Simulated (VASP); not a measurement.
Input of a VASP 6.6.1 run:

File INCAR:

```
ALGO = Normal ; EDIFF = 1E-6
ENCUT = 520 ; GGA = PE
ISIF = 2 ; ISMEAR = 0
LASPH = True ; LCHARG = False
LREAL = False ; LWAVE = False
NBANDS = 12 ; NELM = 80
PREC = Accurate ; SIGMA = 0.1
```

File KPOINTS:

```
k-points
0
Gamma
  18 18 18
```

Contents of POSCAR:

```
Zn
1.0
    0.0000000000      1.9036093522      1.9036093522
    1.9036093522      0.0000000000      1.9036093522
    1.9036093522      1.9036093522      0.0000000000
Zn
1
Direct
    0.0000000000      0.0000000000      0.0000000000
```

Potentials or basis: VASP PAW PBE potentials, release 64 (Zn).

Command:

```bash
$ cat potpaw_PBE.64/Zn/POTCAR > POTCAR
$ mpirun -np 1 vasp_std > vasp.out
```

Q: Estimate the pressure.

A: 8.7 GPa.

Q: What does it give for the band gap on the k mesh?

A: Zero (band 6 reaches 5.55 eV, above the bottom of band 7 at 2.58 eV).
